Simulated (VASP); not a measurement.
A run of VASP 6.6.1:

INCAR

```
ALGO = Normal
EDIFF = 1E-8
ENCUT = 520
GGA = PS
IBRION = 8
ISIF = 2
ISMEAR = -1
LASPH = True
LCHARG = False
LREAL = False
LWAVE = False
NELM = 100
NSW = 1
PREC = Accurate
SIGMA = 0.15
```

Contents of KPOINTS:

```
k-points
0
Gamma
  12 12 12
```

POSCAR

```
HgTe
1.0
    0.0000000000      3.0657504669      3.0657504669
    3.0657504669      0.0000000000      3.0657504669
    3.0657504669      3.0657504669      0.0000000000
Hg Te
1 1
Direct
    0.0000000000      0.0000000000      0.0000000000
    0.7500000000      0.7500000000      0.7500000000
```

Potentials or basis: VASP PAW PBE potentials, release 64 (Hg, Te).

Run with:

```bash
$ cat potpaw_PBE.64/Hg/POTCAR potpaw_PBE.64/Te/POTCAR > POTCAR
$ mpirun -np 1 vasp_std > vasp.out
```

Hardware: 1 thread of Intel(R) Xeon(R) Platinum 8259CL CPU @ 2.50GHz (Skylake/Cascade Lake), on a shared host.

**Question.** How long does it take, and how much memory?

**Answer.** Run time: 5.1 min on 1 thread of Intel(R) Xeon(R) Platinum 8259CL CPU @ 2.50GHz (Skylake/Cascade Lake) (shared host), peak memory 0.58 GiB. Counts: scf iterations 40, k points 72.
